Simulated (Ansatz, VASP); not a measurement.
Ti2Ge6Mo: VASP beside Ansatz

```xyz
9
Lattice="4.7307 0.0012 0.0139 2.3664 4.2983 0.0019 2.3862 -0.0078 7.1713" Properties=species:S:1:pos:R:3 pbc="T T T"
Ti    2.4035   -0.0376    2.5301
Ti    4.7021   -0.0858    4.8189
Ge    7.0263    2.8598    2.4926
Ge    7.0785    2.8502    7.1558
Ge    4.6815    2.9796    4.8112
Ge    4.6913    1.2890    2.3192
Ge    4.7635    1.4522    7.1500
Ge    2.4340    1.4360    4.6925
Mo    0.1724    0.1172   -0.0522
```

Change from the starting cell: cell x1, atoms moved at random (sigma 0.1 Å) and cell strained at random (1.5 %), then relaxed without symmetry.

Alike in both runs: task relaxation of cell and atoms; functional PBE; k mesh 6 × 6 × 6; occupations gaussian, width 0.2 eV; no spin polarisation.

|  | VASP | Ansatz |
| --- | --- | --- |
| version | VASP 6.6.1 | Ansatz 0.2.0 |
| potentials or method | VASP PAW PBE potentials, release 64 (Ti_sv, Ge_d, Mo_sv), cutoff 500 eV | scalar-relativistic, plane waves, PAW |
| valence electrons in the cell | 122 | 122 |

VASP gave:

| Property | Result |
| --- | --- |
| gap on the k mesh at the Fermi level, each at its own relaxed structure (eV) | none |
| relaxed volume (Å³/atom) | 15.99 |
| relaxed length of the cell vector where the two differ most in proportion (Å) | 4.868 |

Q: Estimate Ansatz's values.

A: gap on the k mesh at the Fermi level, each at its own relaxed structure (eV): none; relaxed volume (Å³/atom): 15.98; relaxed length of the cell vector where the two differ most in proportion (Å): 4.865.

A gap of «none» marks a metal or a gap that the smearing closes.
